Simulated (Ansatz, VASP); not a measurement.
# Al in VASP and in Ansatz

```xyz
31
Lattice="8.1000 0.0000 0.0000 0.0000 8.1000 0.0000 0.0000 0.0000 8.1000" Properties=species:S:1:pos:R:3 pbc="T T T"
Al    4.0307    0.0193    0.0000
Al    6.0750    2.0250    0.0000
Al    6.0750   -0.0106    2.0356
Al    0.0193    0.0193    0.0000
Al    4.0307    4.0307    0.0000
Al    6.0750    6.0750    0.0000
Al    2.0250    0.0193    2.0057
Al    4.0307    2.0250    2.0057
Al    6.0750    4.0606    2.0356
Al    4.0606   -0.0106    4.0500
Al    6.0750    2.0250    4.0500
Al    6.0750   -0.0106    6.0644
Al    0.0193    4.0307    0.0000
Al    2.0250    6.0750    0.0000
Al    0.0193    2.0250    2.0057
Al    2.0250    4.0307    2.0057
Al    4.0606    6.0750    2.0356
Al   -0.0106   -0.0106    4.0500
Al    2.0250    2.0250    4.0500
Al    4.0606    4.0606    4.0500
Al    6.0750    6.0750    4.0500
Al    2.0250    0.0193    6.0943
Al    4.0307    2.0250    6.0943
Al    6.0750    4.0606    6.0644
Al   -0.0106    6.0750    2.0356
Al   -0.0106    4.0606    4.0500
Al    2.0250    6.0750    4.0500
Al    0.0193    2.0250    6.0943
Al    2.0250    4.0307    6.0943
Al    4.0606    6.0750    6.0644
Al   -0.0106    6.0750    6.0644
```

Alike in both runs: functional PBE; k mesh 3 × 3 × 3; occupations gaussian, width 0.05 eV; no spin polarisation.

Ansatz relaxed the structure, and its values are those at the end. VASP's run is a single point on that final structure, the one shown.

|  | VASP | Ansatz |
| --- | --- | --- |
| version | VASP 6.6.1 | Ansatz 0.2.0 |
| potentials or method | VASP PAW PBE potentials, release 64 (Al), cutoff 520 eV | scalar-relativistic, plane waves, PAW |
| valence electrons in the cell | 93 | 93 |

VASP gave:

* rms of the force components (eV/Å): 0.015

**Question.** What did Ansatz give for the same quantities?

**Answer.** rms of the force components (eV/Å): 0.019.
